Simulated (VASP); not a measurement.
A run of VASP 6.6.1 is set up as follows.

File INCAR:

```
SYSTEM = TiB4
  ALGO = Normal
  EDIFF = 1E-7
  ENCUT = 520
  GGA = PE
  ISIF = 2
  ISMEAR = 0
  ISPIN = 2
  LASPH = .TRUE.
  LCHARG = .FALSE.
  LMAXMIX = 4
  LORBIT = 11
  LREAL = .FALSE.
  LWAVE = .FALSE.
  MAGMOM = 1 0 0 0 0
  NBANDS = 24
  NELM = 150
  PREC = Accurate
  SIGMA = 0.1
```

Contents of KPOINTS:

```
k-points
0
G
  6 6 4
  0 0 0
```

POSCAR

```
TiB4
1.0
    3.0450018828      0.0000000000      0.0000000000
   -1.5225009414      2.6370489851      0.0000000000
    0.0000000000      0.0000000000      5.7756876254
Ti B
1 4
Direct
    0.0000000000      0.0000000000      0.0000000000
    0.6666666667      0.3333333333      0.3005329451
    0.6666666667      0.3333333333      0.6994670549
    0.0000000000      0.0000000000      0.6412472236
    0.0000000000      0.0000000000      0.3587527764
```

Potentials or basis: VASP PAW PBE potentials, release 64 (Ti_sv, B).

Launch:

```sh
$ cat potpaw_PBE.64/Ti_sv/POTCAR potpaw_PBE.64/B/POTCAR > POTCAR
$ mpirun -np 1 vasp_std > vasp.out
```

Task: What does it give for the site moments?

Result: Ti +0.19; B +0.00, +0.01 μB.

Task: Estimate the pressure.

Result: 0.0 GPa.

Task: Predict the net moment.

Result: 0.32 μB per cell.

Task: What does it give for the largest force?

Result: 0.033 eV/Å.

Forces in eV/Å, atoms in the order of the input:
```
Ti   0.000  0.000  0.000
B    0.000  0.000  0.033
B    0.000  0.000 -0.033
B    0.000  0.000 -0.002
B    0.000  0.000  0.002
```

Caveat: the k points lie up to 0.40 Å⁻¹ apart.
